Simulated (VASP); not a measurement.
Runs of VASP 6.6.1 on InP. The structure is that of space group F-43m (No. 216), or close to it. The cells are those of the table. 

```tsv
cell	gap on the mesh (eV)	pressure (GPa)
a = 4.144 Å, angles 60.0°, 2 atoms	0.71	3.3
a = 4.128 Å, angles 60.0°, 2 atoms	(c)	4.2
a = 4.350 Å, angles 60.0°, 2 atoms	none	-4.5
a = 4.214 Å, angles 60.0°, 2 atoms	(b)	-0.1
a = 4.172 Å, angles 60.0°, 2 atoms	(a)	1.9
```

Alike in all rows: task single point; level PBE; potentials or basis VASP PAW PBE potentials, release 64 (In_d, P); no spin polarisation; k mesh 10 × 10 × 10; cutoff (eV) 520; smearing gaussian 0.02 eV.

**Question.** Estimate the missing entries.

**Answer.** (a) 0.60; (b) 0.44; (c) 0.78.

Caveats: spin-orbit coupling is left out, which moves the levels of the heavy elements.

A k mesh can miss the band edges, and the runs leave out spin-orbit coupling on In.

A gap of «none» marks levels without a gap at the run's occupations.
